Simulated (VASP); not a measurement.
Runs of VASP 6.6.1 on S. The structure is that of space group I4/mmm (No. 139), or close to it. The cells are those of the table. The cell was generated, and may not be a known phase.

```tsv
task	cell	k mesh	cutoff (eV)	gap on the mesh (eV)	pressure (GPa)	relaxed volume (Å³/atom)
relaxation of cell and atoms	relaxed from a = 4.195 Å, angles 107.9, 107.9, 112.7°, 3 atoms	14 × 14 × 14	600	none	0.0	19.08
single point	a = 4.215 Å, angles 107.0, 107.0, 114.5°, 3 atoms	14 × 14 × 14	520	none	-0.2	-
single point	a = 4.195 Å, angles 107.9, 107.9, 112.7°, 3 atoms	6 × 6 × 6	520	none	(b)	-
relaxation of cell and atoms	relaxed from a = 4.004 Å, angles 108.1, 108.1, 112.3°, 3 atoms	6 × 6 × 6	600	none	0.0	18.87
single point	a = 4.004 Å, angles 108.1, 108.1, 112.3°, 3 atoms	6 × 6 × 6	520	none	(a)	-
```

Alike in all rows: level PBE; potentials or basis VASP PAW PBE potentials, release 64 (S); no spin polarisation; smearing gaussian 0.1 eV.

Q: Fill in the values left out.

A: (a) 11.7; (b) -0.1.

Caveats: the cell stands under pressure (at least some runs).

A gap of «none» marks levels without a gap at the run's occupations.
